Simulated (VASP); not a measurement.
A run of VASP 6.6.1:

File INCAR:

```
SYSTEM = Si
ALGO     = Normal         ! electronic algorithm
EDIFF    = 1E-6           ! SCF threshold, eV
ENCUT    = 520            ! plane-wave cutoff, eV
GGA      = CA             ! functional
ISIF     = 2              ! what is computed and relaxed
ISMEAR   = 0              ! smearing method
LASPH    = .True.         ! aspherical terms in the spheres
LCHARG   = .False.        ! write CHGCAR
LREAL    = .False.        ! projectors in reciprocal space
LWAVE    = .False.        ! write WAVECAR
NBANDS   = 11             ! bands
NELM     = 100            ! most SCF steps
PREC     = Accurate       ! precision mode
SIGMA    = 0.05           ! smearing width, eV
```

The input KPOINTS:

```
k-points
0
Gamma
  12 12 12
  0 0 0
```

POSCAR

```
Si
1.0
    0.0000000000      2.6650506376      2.7009735863
    2.6650506376      0.0000000000      2.7009735863
    2.6650506376      2.6650506376      0.0000000000
Si
2
Direct
    0.5111071060      0.4888928940      0.4888928940
    0.7388928940      0.7611071060      0.7611071060
```

Potentials or basis: VASP PAW LDA potentials, release 64 (Si).

Run with:

```bash
$ cat potpaw_LDA.64/Si/POTCAR > POTCAR
$ mpirun -np 1 vasp_std > vasp.out
```

Hardware: 1 thread of Intel(R) Xeon(R) 6975P-C (Granite Rapids) (shared host).

Question: How long does it take, and how much memory?

Answer: It took 54 s on 1 thread of Intel(R) Xeon(R) 6975P-C (Granite Rapids), on a shared host, peak memory 0.25 GiB. Counts: scf iterations 12, k points 476.
